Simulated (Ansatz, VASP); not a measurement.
**K2H4I in VASP and in Ansatz**

```
I H K
1.0
     6.07363    0.00000    0.00000
     0.00000    6.07363    0.00000
     0.00000    0.00000    8.79708
I H K
2 8 4
Direct
  0.00000 0.00000 0.00000
  0.50000 0.50000 0.50000
  0.22666 0.22666 0.00000
  0.27334 0.72666 0.50000
  0.77334 0.77334 0.00000
  0.72666 0.27334 0.50000
  0.00000 0.00000 0.31066
  0.50000 0.50000 0.81066
  0.50000 0.50000 0.18934
  0.00000 0.00000 0.68934
  0.00000 0.50000 0.25000
  0.00000 0.50000 0.75000
  0.50000 0.00000 0.25000
  0.50000 0.00000 0.75000
```

Alike in both runs: functional r2SCAN; k mesh 4 × 4 × 4; no spin polarisation.

Ansatz relaxed the structure, and its values are those at the end. VASP's run is a single point on that final structure, the one shown.

|  | VASP | Ansatz |
| --- | --- | --- |
| version | VASP 6.6.1 | Ansatz 0.2.0 |
| potentials or method | VASP PAW PBE potentials, release 64 (I, H, K_sv), cutoff 520 eV | PAW plane waves |
| occupations | methfessel-paxton of order 1, width 0.1749 eV | cold, width 0.1749 eV |
| valence electrons in the cell | 58 | 78 |

|  | VASP | Ansatz | Ansatz less VASP |
| --- | --- | --- | --- |
| pressure (GPa) | -1.2 | -1.2 | +0.07 |
| rms of the force components (eV/Å) | 0.012 | 0.012 | 0.0000 |

VASP's potentials were made for PBE, not for r2SCAN. VASP's potentials hold 58 valence electrons a cell and Ansatz's 78, so a difference there can come from the potentials and not from the codes. Ansatz's warnings: stress scf threshold loose.

Spin-orbit coupling is off throughout.
